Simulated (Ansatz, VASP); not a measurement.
**MgO in VASP and in Ansatz**

```
CELL_PARAMETERS angstrom
0.00000 2.06559 2.06559
2.06559 0.00000 2.06559
2.06559 2.06559 0.00000
ATOMIC_POSITIONS crystal
Mg 0.00000 0.00000 0.00000
O 0.50000 0.50000 0.50000
```

Alike in both runs: task single point; functional LDA; k mesh 10 × 10 × 10; no spin polarisation.

```csv
,VASP,Ansatz
version,VASP 6.6.1,Ansatz 0.2.0
potentials or method,"VASP PAW LDA potentials, release 64 (Mg, O), cutoff 520 eV","scalar-relativistic, plane waves, PAW"
occupations,"gaussian, width 0.01 eV",fixed
valence electrons in the cell,8,16
```

VASP gave:

- gap on the k mesh at the Fermi level (eV): 5.24
- least direct gap on the mesh (eV): 5.24
- pressure (GPa): 1.9

Estimate Ansatz's values.

gap on the k mesh at the Fermi level (eV): 5.24; least direct gap on the mesh (eV): 5.24; pressure (GPa): 3.6.

LDA's correlation is that of Perdew and Zunger in VASP and of Perdew and Wang (1992) in Ansatz. VASP's potentials hold 8 valence electrons a cell and Ansatz's 16, so a difference there can come from the potentials and not from the codes.
